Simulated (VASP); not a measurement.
# SiO2 (P6_3mc) in VASP: phonons with PBE+D3(BJ)

Aim: the phonons of SiO2 with PBE+D3(BJ).

Everything below comes from runs of VASP 6.6.1. Logs are shortened: lines on timing, memory, paths and dates and some standing lists are left out, and cuts for length are marked.

**1. The cell of the first run**

Symmetry: P6_3mc, No. 186, hexagonal system. The conventional cell has a = 2.687 Å, b = 2.687 Å, c = 9.171 Å, α = 90.00°, β = 90.00°, γ = 120.00°. Within 2.4 Å of Si (site symmetry 3m) lie 6 O at 1.80 Å. Within 2.4 Å of O (site symmetry 3m) lie 3 Si at 1.80 Å and 3 O at 2.40 Å. O (site symmetry 3m) has 3 Si at 1.80 Å and 3 O at 2.40 Å within 2.4 Å.

**2. Phonons, PBE+D3(BJ)**

INCAR reads:

```
ALGO     = Normal         # electronic algorithm
EDIFF    = 1E-8           # SCF threshold, eV
ENCUT    = 520            # plane-wave cutoff, eV
GGA      = PE             # functional
IBRION   = 6              # ionic algorithm
ISIF     = 2              # what is computed and relaxed
ISMEAR   = 0              # smearing method
IVDW     = 12             # dispersion correction
LASPH    = T              # aspherical terms in the spheres
LCHARG   = T              # write CHGCAR
LREAL    = F              # projectors in reciprocal space
LWAVE    = F              # write WAVECAR
NBANDS   = 25             # bands
NELM     = 60             # most SCF steps
NFREE    = 2            
NSW      = 1              # ionic steps
POTIM    = 0.015          # step
PREC     = Accurate       # precision mode
SIGMA    = 0.01           # smearing width, eV
```

KPOINTS reads:

```
k-points
0
Gamma
  12 12 4
```

POSCAR reads:

```
SiO2
1.0
    2.6869679503      0.0000000000      0.0000000000
   -1.3434839752      2.3269825041      0.0000000000
    0.0000000000      0.0000000000      9.1714931050
Si O
2 4
Direct
    0.3333333333      0.6666666667      0.1011140110
    0.6666666667      0.3333333333      0.6011140110
    0.0000000000      0.0000000000      0.2008763838
    0.6666666667      0.3333333333      0.0012939452
    0.0000000000      0.0000000000      0.7008763838
    0.3333333333      0.6666666667      0.5012939452
```

Potentials or basis: VASP PAW PBE potentials, release 64 (Si, O).

The run is started by

```console
$ cat potpaw_PBE.64/Si/POTCAR potpaw_PBE.64/O/POTCAR > POTCAR
$ mpirun -np 1 vasp_std > vasp.out
```

OUTCAR:

```text
EDIFF = 1E-8
   ENCUT = 520
   GGA = PE
   IBRION = 6
   ISIF = 2
   ISMEAR = 0
   IVDW = 12
   LASPH = T
   LREAL = F
   NELM = 60
   NFREE = 2
   NSW = 1
   POTIM = 0.015
   PREC = Accurate
 IVDW          = 12

 ion  position               nearest neighbor table
   1  0.333  0.667  0.101-   3 1.80   3 1.80   3 1.80   4 1.80   4 1.80   4 1.80
   2  0.667  0.333  0.601-   5 1.80   5 1.80   5 1.80   6 1.80   6 1.80   6 1.80
   3  0.000  0.000  0.201-   1 1.80   1 1.80   1 1.80
   4  0.667  0.333  0.001-   1 1.80   1 1.80   1 1.80
   5  0.000  0.000  0.701-   2 1.80   2 1.80   2 1.80
   6  0.333  0.667  0.501-   2 1.80   2 1.80   2 1.80

  LATTYP: Found a hexagonal cell.
 ALAT       =     2.6869679503
 C/A-ratio  =     3.4133243398

  Lattice vectors:

 A1 = (   2.6869679503,   0.0000000000,   0.0000000000)
 A2 = (  -1.3434839752,   2.3269825041,   0.0000000000)
 A3 = (   0.0000000000,   0.0000000000,   9.1714931050)

Analysis of symmetry for initial positions (statically):
=====================================================================
 Subroutine PRICEL returns:
 Original cell was already a primitive cell.

 Routine SETGRP: Setting up the symmetry group for a
 hexagonal supercell.

 Subroutine GETGRP returns: Found 12 space group operations
 (whereof  6 operations were pure point group operations)
 out of a pool of 24 trial point group operations.

The static configuration has the point symmetry C_3v.
 The point group associated with its full space group is C_6v.

Analysis of symmetry for dynamics (positions and initial velocities):
=====================================================================
 Subroutine PRICEL returns:
 Original cell was already a primitive cell.

 Routine SETGRP: Setting up the symmetry group for a
 hexagonal supercell.

 Subroutine GETGRP returns: Found 12 space group operations
 (whereof  6 operations were pure point group operations)
 out of a pool of 24 trial point group operations.

The dynamic configuration has the point symmetry C_3v.
 The point group associated with its full space group is C_6v.

 Subroutine INISYM returns: Found 12 space group operations
 (whereof  6 operations are pure point group operations),
 and found     1 'primitive' translations

----------------------------------------------------------------------------------------

                                     Primitive cell

  volume of cell :      57.3450

  direct lattice vectors                    reciprocal lattice vectors
     2.686967950  0.000000000  0.000000000     0.372166702  0.214870545  0.000000000
    -1.343483975  2.326982504  0.000000000     0.000000000  0.429741091  0.000000000
     0.000000000  0.000000000  9.171493105     0.000000000  0.000000000  0.109033501

  length of vectors
     2.686967950  2.686967950  9.171493105     0.429741091  0.429741091  0.109033501

  position of ions in fractional coordinates (direct lattice)
     0.333333333  0.666666667  0.101114011
     0.666666667  0.333333333  0.601114011
     0.000000000  0.000000000  0.200876384
     0.666666667  0.333333333  0.001293945
     0.000000000  0.000000000  0.700876384
     0.333333333  0.666666667  0.501293945

  ion indices of the primitive-cell ions
   primitive index   ion index
                 1           1
                 2           2
                 3           3
                 4           4
                 5           5
                 6           6

----------------------------------------------------------------------------------------

 KPOINTS: k-points

Automatic generation of k-mesh.
 Grid dimensions read from file:
 generate k-points for:   12   12    4

 Generating k-lattice:

  Cartesian coordinates                     Fractional coordinates (reciprocal lattice)
     0.031013892  0.017905879  0.000000000     0.083333333  0.000000000  0.000000000
[... 59 lines left out ...]
   EDIFF  = 0.1E-07   stopping-criterion for ELM
   LREAL  =      F    real-space projection
   EDIFFG = 0.1E-06   stopping-criterion for IOM
   NSW    =    109    number of steps for IOM
   IBRION =      6    ionic relax: 0-MD 1-quasi-New 2-CG
   NFREE  =      2    steps in history (QN), initial steepest desc. (CG)
   ISIF   =      2    stress and relaxation
   ISYM   =      2    0-nonsym 1-usesym 2-fastsym
   POTIM  = 0.0150    time-step for ionic-motion
   TEBEG  =    0.0;   TEEND  =   0.0 temperature during run
   PSTRESS=    0.0 pullay stress
   NELECT =      32.0000    total number of electrons
   NUPDOWN=      -1.0000    fix difference up-down
   EMIN   =  10.00;   EMAX   =-10.00  energy-range for DOS
   EFERMI =   0.00;   METHOD = LEGACY
   ISMEAR =     0;   SIGMA  =   0.01  broadening in eV -4-tet -1-fermi 0-gaus
   EFERMI_NEDOS =   21; number of points for ismear=-14 and -15
   IALGO  =     38    algorithm
   IMIX   =      4    mixing-type and parameters
     AMIX     =   0.40;   BMIX     =  1.00
     AMIX_MAG =   1.60;   BMIX_MAG =  1.00
  volume/ion in A,a.u.               =       9.56        64.50
  Fermi-wavevector in a.u.,A,eV,Ry     =   1.347803  2.546978 24.715959  1.816572
  Thomas-Fermi vector in A             =   2.475523
   LORBIT       =      0    0 simple, 1 ext, 2 COOP (PROOUT), +10 PAW based schemes
   GGA     = PE    functional components
   LHFCALC =     F    Hartree Fock is set to
   AEXX    =    0.0000 exact exchange contribution
   IVDW    =    12    specifies the selected vdW correction
   LEPSILON=     F    determine dielectric tensor
   LRPA    =     F    only Hartree local field effects (RPA)
 finite differences with symmetry
 non-spin polarized calculation
 Gauss-broadening in eV      SIGMA  =   0.01
  energy-cutoff  :      520.00
  volume of cell :       57.35
 maximum number of plane-waves:      1569
 NGX is ok and might be reduce to    20
   NGX =  9   NGY =  9   NGZ = 35

--------------------------------------- Ionic step        1  -------------------------------------------

 number of electron      32.0000003 magnetization

 Free energy of the ion-electron system (eV)
  ---------------------------------------------------
  ext. energy  EPLUGINS =         0.00000000
  ---------------------------------------------------
  free energy    TOTEN  =       -45.45256927 eV

  energy without entropy =      -45.45256927  energy(sigma->0) =      -45.45256927

------------------------ aborting loop because EDIFF is reached ----------------------------------------

 Edisp (eV)   -1.12389

 E8    (eV) :    -0.3768
[... 117 lines left out ...]
  FREE ENERGIE OF THE ION-ELECTRON SYSTEM (eV)
  ---------------------------------------------------
  free  energy   TOTEN  =       -46.5745075650 eV

  energy  without entropy=      -46.5745075650  energy(sigma->0) =      -46.57450756

[... ionic steps 4 to 10 ...]

--------------------------------------- Ionic step       11  -------------------------------------------

 number of electron      32.0000003 magnetization

------------------------ aborting loop because EDIFF is reached ----------------------------------------
[... 83 lines left out ...]
--------------------------------------- Ionic step       13  -------------------------------------------

 number of electron      32.0000004 magnetization

 Free energy of the ion-electron system (eV)
  ---------------------------------------------------
  ext. energy  EPLUGINS =         0.00000000
  ---------------------------------------------------
  free energy    TOTEN  =       -45.44983500 eV

  energy without entropy =      -45.44983500  energy(sigma->0) =      -45.44983500

 E-fermi :   4.2822     XC(G=0): -10.7748

 val. band max:        4.1985971385   @ k =   0.1667   0.0000   0.0000
 cond. band min:      10.3120676227   @ k =   0.0000   0.0000   0.0000
 fundamental gap:      6.1134704842
 Fermi energy:         4.2821544657

 k-point     1 :       0.0000    0.0000    0.0000
  band No.  band energies     occupation
      1     -17.2990      2.00000
      2     -17.2224      2.00000
      3     -13.5933      2.00000
      4     -13.4137      2.00000
      5      -1.1995      2.00000
      6      -0.1803      2.00000
[... 661 lines left out ...]
     24      18.1088      0.00000
     25      18.8873      0.00000

 [... further k-points ...]

------------------------ aborting loop because EDIFF is reached ----------------------------------------

 Edisp (eV)   -1.12405

 E8    (eV) :    -0.3769
[... 29 lines left out ...]
  FREE ENERGIE OF THE ION-ELECTRON SYSTEM (eV)
  ---------------------------------------------------
  free  energy   TOTEN  =       -46.5738800092 eV

  energy  without entropy=      -46.5738800092  energy(sigma->0) =      -46.57388001

 INTERNAL STRAIN TENSORS FROM DISPLACED ATOMS
 ============================================

 INTERNAL STRAIN TENSOR FOR ION    1 for displacements in x,y,z  (eV/Angst):
          X           Y           Z          XY          YZ          ZX
  --------------------------------------------------------------------------------
  x    -0.00000     0.00000    -0.00000     0.01360    -0.00000     0.07365
  y     0.01360    -0.01360     0.00000     0.00000     0.07365    -0.00000
  z     0.07337     0.07337    -0.14278    -0.00000     0.00000     0.00000

 INTERNAL STRAIN TENSOR FOR ION    6 for displacements in x,y,z  (eV/Angst):
          X           Y           Z          XY          YZ          ZX
  --------------------------------------------------------------------------------
  x    -0.00000     0.00000     0.00000     3.22960    -0.00000    15.46286
  y     3.22960    -3.22960     0.00000     0.00000    15.46286    -0.00000
  z    10.08866    10.08866    24.11595    -0.00000     0.00000     0.00000

 Eigenvectors and eigenvalues of the dynamical matrix
 ----------------------------------------------------

   1 f  =   28.165249 THz   176.967480 2PiTHz  939.491588 cm-1   116.482059 meV
             X         Y         Z           dx          dy          dz
     -0.000000  1.551322  0.927366     0.000000    0.000000    0.513299
      1.343484  0.775661  5.513113    -0.000000   -0.000000   -0.513299
      0.000000  0.000000  1.842336    -0.000000   -0.000000   -0.343611
      1.343484  0.775661  0.011867    -0.000000   -0.000000   -0.344175
      0.000000  0.000000  6.428083    -0.000000   -0.000000    0.343611
     -0.000000  1.551322  4.597614     0.000000    0.000000    0.344175
[... 145 lines left out ...]
  18 f/i=    0.003951 THz     0.024823 2PiTHz    0.131783 cm-1     0.016339 meV
             X         Y         Z           dx          dy          dz
     -0.000000  1.551322  0.927366    -0.385562   -0.291726    0.000000
      1.343484  0.775661  5.513113    -0.385562   -0.291726    0.000000
      0.000000  0.000000  1.842336    -0.290869   -0.220079    0.000000
      1.343484  0.775661  0.011867    -0.291044   -0.220211    0.000000
      0.000000  0.000000  6.428083    -0.290869   -0.220079    0.000000
     -0.000000  1.551322  4.597614    -0.291044   -0.220211    0.000000

 ELASTIC MODULI CONTR FROM IONIC RELAXATION (kBar)
 Direction    XX          YY          ZZ          XY          YZ          ZX
 --------------------------------------------------------------------------------
 XX        -481.1575   -334.7482   -968.3364      0.0000      0.0000      0.0000
 YY        -334.7482   -481.1575   -968.3364      0.0000     -0.0000      0.0000
 ZZ        -968.3364   -968.3364  -2298.6431      0.0000     -0.0000      0.0000
 XY           0.0000      0.0000      0.0000    -73.2047     -0.0000      0.0000
 YZ           0.0000     -0.0000     -0.0000     -0.0000  -1559.2077      0.0000
 ZX           0.0000      0.0000      0.0000      0.0000      0.0000  -1559.2074
 --------------------------------------------------------------------------------
```

Run time: 31 min. Hardware: 1 thread of AMD EPYC 9R14 (Zen 4), shared host; peak memory 0.58 GiB.

Results:

```yaml
Highest_phonon_frequency_at_Γ_LO-TO_splitting_left_out: 939 cm⁻¹
Dispersion_energy_per_atom: -0.187 eV
```

Phonon frequencies in cm⁻¹ (negative: imaginary):
```tsv
q point	frequencies
(0.000, 0.000, 0.000)	0 0 0 36 36 83 539 539 541 541 561 561 562 562 683 691 832 939
```
